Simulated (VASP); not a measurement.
# Ni2O (Cmmm) in VASP: relaxation of cell and atoms with PBE

Aim: the relaxation of cell and atoms of Ni2O with PBE.

All numbers are computed with VASP 6.6.1; they aren't measurements. Logs are shortened: lines on timing, memory, paths and dates and some standing lists are left out, and cuts for length are marked.

## (1) The cell of the first run

Symmetry: Cmmm, No. 65, orthorhombic system. Conventional cell: a = 3.768 Å, b = 6.526 Å, c = 1.934 Å, α = 90.00°, β = 90.00°, γ = 90.00°. Within 2.5 Å of Ni (site symmetry 2/m) lie 4 Ni at 1.88 to 1.93 Å and 2 O at 1.88 Å. O (site symmetry mmm) has 4 Ni at 1.88 Å and 2 O at 1.93 Å within 2.5 Å.

The cell was generated, and may not be a known phase.

## (2) Relaxation of cell and atoms, PBE, collinear spin, ferromagnetic start

File INCAR:

```
SYSTEM = Ni2O
PREC     = Accurate       ! precision mode
ENCUT    = 600            ! plane-wave cutoff, eV
EDIFF    = 1E-7           ! SCF threshold, eV
ISMEAR   = 0              ! smearing method
SIGMA    = 0.1            ! smearing width, eV
LREAL    = .FALSE.        ! projectors in reciprocal space
LASPH    = .TRUE.         ! aspherical terms in the spheres
NELM     = 150            ! most SCF steps
ALGO     = Normal         ! electronic algorithm
ISIF     = 3              ! what is computed and relaxed
LWAVE    = .FALSE.        ! write WAVECAR
LCHARG   = .FALSE.        ! write CHGCAR
ISPIN    = 2              ! spin polarisation
MAGMOM   = 2 2 0          ! initial moments
LORBIT   = 11             ! projections on sites
LMAXMIX  = 4              ! l up to which the mixer works
GGA      = PE             ! functional
IBRION   = 2              ! ionic algorithm
NSW      = 90             ! ionic steps
EDIFFG   = -0.04          ! ionic threshold
```

File KPOINTS:

```
regular mesh
0
G
  6 6 8
  0 0 0
```

File POSCAR:

```
Ni2O
1.0
    1.8838742600     -3.2629659400      0.0000000000
    1.8838742600      3.2629659400      0.0000000000
    0.0000000000      0.0000000000      1.9336734700
Ni O
2 1
Direct
    0.0000000000      0.5000000000      0.0000000000
    0.5000000000      0.0000000000      0.0000000000
    0.5000000000      0.5000000000      0.0000000000
```

Potentials or basis: VASP PAW PBE potentials, release 64 (Ni, O).

Command:

```
> cat potpaw_PBE.64/Ni/POTCAR potpaw_PBE.64/O/POTCAR > POTCAR
> mpirun -np 1 vasp_std > vasp.out
```

OUTCAR:

```text
SYSTEM = Ni2O
   PREC = Accurate
   ENCUT = 600
   EDIFF = 1E-7
   ISMEAR = 0
   LREAL = .FALSE.
   LASPH = .TRUE.
   NELM = 150
   ISIF = 3
   ISPIN = 2
   LORBIT = 11
   GGA = PE
   IBRION = 2
   NSW = 90
   EDIFFG = -0.04

 ion  position               nearest neighbor table
   1  0.000  0.500  0.000-   2 1.88   2 1.88   3 1.88   3 1.88   2 2.70   2 2.70   2 2.70   2 2.70

   2  0.500  0.000  0.000-   1 1.88   1 1.88   3 1.88   3 1.88   1 2.70   1 2.70   1 2.70   1 2.70

   3  0.500  0.500  0.000-   1 1.88   2 1.88   2 1.88   1 1.88

  LATTYP: Found a hexagonal cell.
 ALAT       =     3.7677485257
 C/A-ratio  =     0.5132172322

  Lattice vectors:

 A1 = (   1.8838742600,  -3.2629659400,   0.0000000000)
 A2 = (   1.8838742600,   3.2629659400,   0.0000000000)
 A3 = (   0.0000000000,   0.0000000000,   1.9336734700)

Analysis of symmetry for initial positions (statically):
=====================================================================
 Subroutine PRICEL returns:
 Original cell was already a primitive cell.

 Routine SETGRP: Setting up the symmetry group for a
 hexagonal supercell.

 Subroutine GETGRP returns: Found  8 space group operations
 (whereof  8 operations were pure point group operations)
 out of a pool of 24 trial point group operations.

The static configuration has the point symmetry D_2h.

Analysis of symmetry for dynamics (positions and initial velocities):
=====================================================================
 Subroutine PRICEL returns:
 Original cell was already a primitive cell.

 Routine SETGRP: Setting up the symmetry group for a
 hexagonal supercell.

 Subroutine GETGRP returns: Found  8 space group operations
 (whereof  8 operations were pure point group operations)
 out of a pool of 24 trial point group operations.

The dynamic configuration has the point symmetry D_2h.

Analysis of structural, dynamic, and magnetic symmetry:
=====================================================================
 Subroutine PRICEL returns:
 Original cell was already a primitive cell.

 Routine SETGRP: Setting up the symmetry group for a
 hexagonal supercell.

 Subroutine GETGRP returns: Found  8 space group operations
 (whereof  8 operations were pure point group operations)
 out of a pool of 24 trial point group operations.

The overall configuration has the point symmetry D_2h.

 Subroutine INISYM returns: Found  8 space group operations
 (whereof  8 operations are pure point group operations),
 and found     1 'primitive' translations

----------------------------------------------------------------------------------------

                                     Primitive cell

  volume of cell :      23.7726

  direct lattice vectors                    reciprocal lattice vectors
     1.883874260 -3.262965940  0.000000000     0.265410495 -0.153234820  0.000000000
     1.883874260  3.262965940  0.000000000     0.265410495  0.153234820  0.000000000
     0.000000000  0.000000000  1.933673470     0.000000000  0.000000000  0.517150396

  length of vectors
     3.767748526  3.767748526  1.933673470     0.306469641  0.306469641  0.517150396

  position of ions in fractional coordinates (direct lattice)
     0.000000000  0.500000000  0.000000000
     0.500000000  0.000000000  0.000000000
     0.500000000  0.500000000  0.000000000

  ion indices of the primitive-cell ions
   primitive index   ion index
                 1           1
                 2           2
                 3           3

----------------------------------------------------------------------------------------

 KPOINTS: regular mesh

Automatic generation of k-mesh.
 Grid dimensions read from file:
 generate k-points for:    6    6    8

 Generating k-lattice:

  Cartesian coordinates                     Fractional coordinates (reciprocal lattice)
     0.044235083 -0.025539137  0.000000000     0.166666667  0.000000000  0.000000000
     0.044235083  0.025539137  0.000000000     0.000000000  0.166666667  0.000000000
     0.000000000  0.000000000  0.064643799     0.000000000  0.000000000  0.125000000

  Length of vectors
     0.051078274  0.051078274  0.064643799

  Shift w.r.t. Gamma in fractional coordinates (k-lattice)
     0.000000000  0.000000000  0.000000000

 Subroutine IBZKPT returns following result:
 ===========================================

 Found     65 irreducible k-points:

 Following reciprocal coordinates:
            Coordinates               Weight
  0.000000  0.000000  0.000000      1.000000
  0.166667  0.000000  0.000000      4.000000
 -0.166667  0.166667  0.000000      2.000000
  0.333333  0.000000  0.000000      4.000000
 -0.333333  0.333333  0.000000      2.000000
  0.500000  0.000000  0.000000      2.000000
[... 16 lines left out ...]
  0.333333  0.166667  0.125000      8.000000
 -0.166667  0.500000  0.125000      8.000000
 [... further k-points ...]
   k-points           NKPTS =     65   k-points in BZ     NKDIM =     65   number of bands    NBANDS=     19
   number of dos      NEDOS =    301   number of ions     NIONS =      3
   total plane-waves  NPLWV =  14400
   dimension x,y,z NGX =    30 NGY =   30 NGZ =   16
   dimension x,y,z NGXF=    60 NGYF=   60 NGZF=   32
   ions per type =               2   1
   NGX,Y,Z   is equivalent  to a cutoff of  13.24, 13.24, 13.76 a.u.
   NGXF,Y,Z  is equivalent  to a cutoff of  26.47, 26.47, 27.51 a.u.
 SYSTEM =  Ni2O
   PREC   = accura    normal or accurate (medium, high low for compatibility)
   ISTART =      0    job   : 0-new  1-cont  2-samecut
   ICHARG =      2    charge: 1-file 2-atom 10-const
   ISPIN  =      2    spin polarized calculation?
   LNONCOLLINEAR =      F non collinear calculations
   LSORBIT =      F    spin-orbit coupling
   LASPH  =      T    aspherical Exc in radial PAW
   ENCUT  =  600.0 eV  44.10 Ry    6.64 a.u.   7.53  7.53  3.86*2*pi/ulx,y,z
   NELM   =    150;   NELMIN=  2; NELMDL= -5     # of ELM steps
   EDIFF  = 0.1E-06   stopping-criterion for ELM
   LREAL  =      F    real-space projection
   EDIFFG = -.4E-01   stopping-criterion for IOM
   NSW    =     90    number of steps for IOM
   IBRION =      2    ionic relax: 0-MD 1-quasi-New 2-CG
   NFREE  =      1    steps in history (QN), initial steepest desc. (CG)
   ISIF   =      3    stress and relaxation
   ISYM   =      2    0-nonsym 1-usesym 2-fastsym
   POTIM  = 0.5000    time-step for ionic-motion
   TEBEG  =    0.0;   TEEND  =   0.0 temperature during run
   PSTRESS=    0.0 pullay stress
   NELECT =      26.0000    total number of electrons
   NUPDOWN=      -1.0000    fix difference up-down
   EMIN   =  10.00;   EMAX   =-10.00  energy-range for DOS
   EFERMI =   0.00;   METHOD = LEGACY
   ISMEAR =     0;   SIGMA  =   0.10  broadening in eV -4-tet -1-fermi 0-gaus
   EFERMI_NEDOS =   21; number of points for ismear=-14 and -15
   IALGO  =     38    algorithm
   IMIX   =      4    mixing-type and parameters
     AMIX     =   0.40;   BMIX     =  1.00
     AMIX_MAG =   1.60;   BMIX_MAG =  1.00
  volume/ion in A,a.u.               =       7.92        53.48
  Fermi-wavevector in a.u.,A,eV,Ry     =   1.686709  3.187417 38.708388  2.844986
  Thomas-Fermi vector in A             =   2.769325
   LORBIT       =     11    0 simple, 1 ext, 2 COOP (PROOUT), +10 PAW based schemes
   GGA     = PE    functional components
   LHFCALC =     F    Hartree Fock is set to
   AEXX    =    0.0000 exact exchange contribution
   IVDW    =     0    specifies the selected vdW correction
   LEPSILON=     F    determine dielectric tensor
   LRPA    =     F    only Hartree local field effects (RPA)
 conjugate gradient relaxation of ions
 spin polarized calculation
 Gauss-broadening in eV      SIGMA  =   0.10
  energy-cutoff  :      600.00
  volume of cell :       23.77
 maximum number of plane-waves:       817
   NGX = 15   NGY = 15   NGZ =  7

--------------------------------------- Ionic step        1  -------------------------------------------

 number of electron      26.0000019 magnetization      -0.0016847

 number of electron      26.0000019 magnetization       0.0004405

 Free energy of the ion-electron system (eV)
  ---------------------------------------------------
  ext. energy  EPLUGINS =         0.00000000
  ---------------------------------------------------
  free energy    TOTEN  =        -9.58107000 eV

  energy without entropy =       -9.56738473  energy(sigma->0) =       -9.57422737

 E-fermi :  11.9198     XC(G=0): -13.8369

 val. band max:       11.9073824773   @ k =   0.5000   0.5000   0.1250
 cond. band min:      11.9226445588   @ k =   0.3333   0.0000   0.5000
 fundamental gap:      0.0152620815
 Fermi energy:        11.9197761264

 spin component 1

 k-point     1 :       0.0000    0.0000    0.0000
  band No.  band energies     occupation
      1     -11.1520      1.00000
      2       3.4119      1.00000
      3       3.7194      1.00000
      4       4.9796      1.00000
      5       5.0409      1.00000
      6       6.0137      1.00000
[... 1089 lines left out ...]
 number of electron      25.9999996 magnetization       0.0000787

 number of electron      25.9999996 magnetization      -0.0000595

 E-fermi :   1.3540     XC(G=0):  -9.0538

 val. band max:        1.3510802158   @ k =  -0.1667   0.1667   0.1250
 cond. band min:       1.3581685594   @ k =   0.3333   0.0000   0.3750
 fundamental gap:      0.0070883437
 Fermi energy:         1.3540274722

 spin component 1

 k-point     1 :       0.0000    0.0000    0.0000
  band No.  band energies     occupation
      1     -16.0522      1.00000
      2      -2.2570      1.00000
      3      -1.7013      1.00000
      4      -1.5361      1.00000
      5      -0.0068      1.00000
      6       0.1673      1.00000
[... 1120 lines left out ...]
  FREE ENERGIE OF THE ION-ELECTRON SYSTEM (eV)
  ---------------------------------------------------
  free  energy   TOTEN  =       -15.1660613606 eV

  energy  without entropy=      -15.1406283776  energy(sigma->0) =      -15.15334487

[... ionic steps 4 to 13 ...]

--------------------------------------- Ionic step       14  -------------------------------------------

 number of electron      26.0000061 magnetization      -0.0014751

------------------------ aborting loop because EDIFF is reached ----------------------------------------
[... 71 lines left out ...]
--------------------------------------- Ionic step       16  -------------------------------------------

 number of electron      26.0000062 magnetization      -0.0005317

 Free energy of the ion-electron system (eV)
  ---------------------------------------------------
  ext. energy  EPLUGINS =         0.00000000
  ---------------------------------------------------
  free energy    TOTEN  =       -16.20960037 eV

  energy without entropy =      -16.18422112  energy(sigma->0) =      -16.19691074

 E-fermi :   6.6268     XC(G=0): -11.8599

 val. band max:        6.6263526242   @ k =   0.5000   0.0000   0.3750
 cond. band min:       6.6408564371   @ k =  -0.1667   0.5000   0.3750
 fundamental gap:      0.0145038129
 Fermi energy:         6.6268047931

 spin component 1

 k-point     1 :       0.0000    0.0000    0.0000
  band No.  band energies     occupation
      1     -14.4725      1.00000
      2       0.2704      1.00000
      3       0.4408      1.00000
      4       1.4943      1.00000
      5       3.4165      1.00000
      6       4.0054      1.00000
[... 1081 lines left out ...]
  FREE ENERGIE OF THE ION-ELECTRON SYSTEM (eV)
  ---------------------------------------------------
  free  energy   TOTEN  =       -16.2096003651 eV

  energy  without entropy=      -16.1842211192  energy(sigma->0) =      -16.19691074

 reached required accuracy - stopping structural energy minimisation

 total charge

# of ion       s       p       d       tot
------------------------------------------
    1        0.431   0.466   8.426   9.323
    2        0.431   0.466   8.426   9.323
    3        1.579   3.502   0.000   5.081
--------------------------------------------------
tot          2.441   4.433  16.853  23.727

 magnetization (x)

# of ion       s       p       d       tot
------------------------------------------
    1       -0.000  -0.000  -0.000  -0.000
    2       -0.000  -0.000  -0.000  -0.000
    3       -0.000  -0.000   0.000  -0.000
--------------------------------------------------
tot         -0.000  -0.000  -0.001  -0.001
```

It took 7.3 min on 1 thread of AMD EPYC 9R45 (Zen 5), shared host; peak memory 0.17 GiB.

Results:

```
Free energy                                           : -16.2096 eV
Relaxed volume                                        : 11.27 Å³/atom
Relaxed cell                                          : a = 3.637 Å, b = 3.637 Å, c = 2.560 Å, α = 90.00°, β = 90.00°, γ = 93.34°
Space group after relaxing (to 0.1 Å)                 : Cmmm (No. 65)
Energy gained by relaxing                             : 2209.5 meV/atom
Ionic steps                                           : 16
Pressure after relaxing                               : 0.1 GPa
Band gap on the k mesh                                : zero (filled and empty bands overlap)
Net moment                                            : 0.00 μB per cell
Valence electrons inside the program's atomic spheres : Ni 9.32; O 5.08
```

Step by step:
| step | energy change (eV) | largest force (eV/Å) | pressure (GPa) | volume (Å³) |
| --- | --- | --- | --- | --- |
| 1 | 0.0000 | 0.0000 | 156.33 | 23.77 |
| 2 | -2.1637 | 0.0000 | -37.40 | 58.90 |
| 3 | -5.5850 | 0.0000 | -15.02 | 38.05 |
| 4 | -5.6034 | 0.0000 | -13.13 | 37.42 |
| 5 | -5.6111 | 0.0000 | -10.74 | 36.72 |
| 6 | -6.4193 | 0.0000 | 0.55 | 33.90 |
| 7 | -6.4680 | 0.0000 | 5.85 | 33.21 |
| 8 | -6.4696 | 0.0000 | 7.22 | 33.06 |
| 9 | -6.6040 | 0.0000 | -2.10 | 34.50 |
| 10 | -6.6082 | 0.0000 | -4.16 | 34.86 |
| 11 | -6.6258 | 0.0000 | 0.67 | 33.86 |
| 12 | -6.6263 | 0.0000 | -0.04 | 33.99 |
| 13 | -6.6284 | 0.0000 | -0.38 | 33.91 |
| 14 | -6.6284 | 0.0000 | -0.41 | 33.91 |
| 15 | -6.6285 | 0.0000 | 0.39 | 33.76 |
| 16 | -6.6285 | 0.0000 | 0.09 | 33.81 |

Final structure:
```yaml
crystal:
  lattice:
    - [2.49585, -2.64587, 0.00000]
    - [2.49585, 2.64587, 0.00000]
    - [0.00000, 0.00000, 2.56013]
  atoms:
    - { symbol: Ni, position: [0.00000, 0.50000, 0.00000] }
    - { symbol: Ni, position: [0.50000, 0.00000, 0.00000] }
    - { symbol: O, position: [0.50000, 0.50000, 0.00000] }
```

Caveat: the k points lie up to 0.31 Å⁻¹ apart in the final cell, too coarse for converged energies and pressures of a metal; the volume moved by over 15 % at a fixed basis, so the end points are rough; the moments typed at the start vanished in this run. With open d or f shells a metallic result of PBE can be an artefact of self-interaction; +U or a hybrid may open a gap.
